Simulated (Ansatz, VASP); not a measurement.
**Mg5Te2 in VASP and in Ansatz**

```
CELL_PARAMETERS angstrom
4.17994 -0.00206 -0.00379
-0.00088 7.34796 -0.01476
0.05573 1.63578 12.56140
ATOMIC_POSITIONS crystal
Mg 0.75413 0.03284 0.19329
Mg 0.25175 0.64910 0.25450
Mg 0.25157 0.83101 0.03393
Mg 0.75071 0.49776 0.09670
Mg 0.24587 0.96716 0.80671
Mg 0.74825 0.35090 0.74550
Mg 0.74843 0.16899 0.96607
Mg 0.24929 0.50224 0.90330
Mg 0.75070 0.74467 0.48780
Mg 0.24930 0.25533 0.51220
Te 0.25251 0.96992 0.36071
Te 0.75119 0.43462 0.36234
Te 0.74749 0.03008 0.63929
Te 0.24881 0.56538 0.63766
```

Change from the starting cell: the structure that the rattled cell fell into.

Alike in both runs: functional PBE; k mesh 8 × 4 × 4; occupations gaussian, width 0.1 eV; no spin polarisation.

Ansatz relaxed the structure, and its values are those at the end. VASP's run is a single point on that final structure, the one shown.

|  | VASP | Ansatz |
| --- | --- | --- |
| version | VASP 6.6.1 | Ansatz 0.2.0 |
| potentials or method | VASP PAW PBE potentials, release 64 (Mg, Te), cutoff 520 eV | scalar-relativistic, plane waves, PAW |
| valence electrons in the cell | 44 | 164 |

```tsv
	VASP	Ansatz	Ansatz less VASP
gap on the k mesh at the Fermi level (eV)	none	none	-
pressure (GPa)	-0.1	0.0	+0.05
rms of the force components (eV/Å)	0.004	0.003	-0.0011
```

A gap of «none» marks a metal or a gap that the smearing closes. The functional is the same, so the differences come from potentials, cutoffs and numerics. VASP's potentials hold 44 valence electrons a cell and Ansatz's 164, so a difference there can come from the potentials and not from the codes.

Spin-orbit coupling is off throughout.
